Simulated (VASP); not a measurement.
Set up this calculation in VASP 6.6.1, as the native input.

```
Task                   : single point
Functional             : PBE
Potentials or basis    : VASP PAW PBE potentials, release 64 (B, As)
Cutoff                 : 500 eV
k mesh                 : 10 × 10 × 10
Occupations            : gaussian, width 0.01 eV
Spin                   : no spin polarisation
Dipole correction      : no
Further INCAR settings : ALGO = Normal; EDIFF = 1e-06; NBANDS = 11
```

The structure of BAs lies in POSCAR:

```
BAs
1.0
    0.0000000000      2.4046443036      2.4046443036
    2.4046443036      0.0000000000      2.4046443036
    2.4046443036      2.4046443036      0.0000000000
B As
1 1
Direct
    0.0000000000      0.0000000000      0.0000000000
    0.7500000000      0.7500000000      0.7500000000
```

One way to write it, as run:

INCAR

```
SYSTEM = BAs
ALGO = Normal
EDIFF = 1E-6
ENCUT = 500
GGA = PE
GGA_COMPAT = .False.
ISIF = 2
ISMEAR = 0
LASPH = .True.
LCHARG = .False.
LREAL = .False.
LWAVE = .False.
NBANDS = 11
NELM = 120
PREC = Accurate
SIGMA = 0.01
```

KPOINTS

```
k-points
0
Gamma
  10 10 10
  0 0 0
```

Potentials or basis: VASP PAW PBE potentials, release 64 (B, As).

The run is started by

```sh
$ cat potpaw_PBE.64/B/POTCAR potpaw_PBE.64/As/POTCAR > POTCAR
$ mpirun -np 1 vasp_std > vasp.out
```

Results of the run:

The pressure is 0.6 GPa. The band gap on the k mesh is 1.20 eV (least direct gap 3.25 eV).

It took 11 s on 1 thread of Intel(R) Xeon(R) Platinum 8488C (Sapphire Rapids), with other jobs on the host, peak memory 0.16 GiB.
